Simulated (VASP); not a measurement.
Write the native input for VASP 6.6.1 that does the following.

```yaml
Task: single point
Functional: PBE
Potentials_or_basis: VASP PAW PBE potentials, release 64 (Li_sv)
Cutoff: 520 eV
k_mesh: 10 × 10 × 10
Occupations: fermi-dirac, width 0.05 eV
Spin: collinear spin, ferromagnetic start
Starting_moments: "[1.0] μB"
Fixed_moment: 1 μB
Dipole_correction: no
Further_INCAR_settings: ALGO = Normal; EDIFF = 1e-06; NBANDS = 12
```

The structure of Li lies in POSCAR:

```
Li
1.0
    3.1140982643      0.0000000000      0.0000000000
    1.5570491322      2.6968882068      0.0000000000
    1.5570491322      0.8989627356      2.5426505855
Li
1
Direct
    0.0000000000      0.0000000000      0.0000000000
```

The input as run:

INCAR

```
SYSTEM = Li
ALGO = Normal
EDIFF = 1E-6
ENCUT = 520
GGA = PE
ISIF = 2
ISMEAR = -1
ISPIN = 2
LASPH = .True.
LCHARG = .True.
LELF = .True.
LORBIT = 11
LREAL = .False.
LVHAR = .True.
LWAVE = .False.
MAGMOM = 1
NBANDS = 12
NELM = 150
NUPDOWN = 1.0
PREC = Accurate
SIGMA = 0.05
```

KPOINTS

```
k-points
0
Gamma
  10 10 10
  0 0 0
```

Potentials or basis: VASP PAW PBE potentials, release 64 (Li_sv).

Command:

```sh
$ cat potpaw_PBE.64/Li_sv/POTCAR > POTCAR
$ mpirun -np 1 vasp_std > vasp.out
```

Results of the run:

The net moment is 1.00 μB per cell and the site moments are Li +0.09 μB. The valence electrons inside the program's atomic spheres are Li 2.07.

Caveat: the total moment is fixed, so each spin has its own Fermi level.

Run time: 11 s on 1 thread of Intel(R) Xeon(R) Platinum 8559C (Emerald Rapids) (shared host), peak memory 0.14 GiB.
